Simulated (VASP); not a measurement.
A run of VASP 6.6.1 is set up as follows.

Contents of INCAR:

```
ALGO = Normal
EDIFF = 1E-6
ENCUT = 520
GGA = PE
ISIF = 2
ISMEAR = -1
LASPH = True
LCHARG = False
LREAL = False
LWAVE = False
NBANDS = 25
NELM = 100
PREC = Accurate
SIGMA = 0.1
```

File KPOINTS:

```
k-points
0
Gamma
  9 9 12
```

Contents of POSCAR:

```
Ti
1.0
    4.0729702050      0.0000000000      0.0000000000
   -2.0364851025      3.5272956664      0.0000000000
    0.0000000000      0.0000000000      2.5509530478
Ti
3
Direct
    0.0000000000      0.0000000000      0.0000000000
    0.3333333333      0.6666666667      0.5000000000
    0.6666666667      0.3333333333      0.5000000000
```

Potentials or basis: VASP PAW PBE potentials, release 64 (Ti_sv).

The run is started by

```bash
$ cat potpaw_PBE.64/Ti_sv/POTCAR > POTCAR
$ mpirun -np 1 vasp_std > vasp.out
```

Q: Estimate the band gap on the k mesh.

A: Zero (bands 18 and 19 overlap by 0.69 eV).

Q: Predict the pressure.

A: 67.1 GPa.

Stress tensor (GPa, compression positive):
```
67.16  0.00  0.00
 0.00 67.16  0.00
 0.00  0.00 66.88
```

Caveat: the cell stands under pressure.
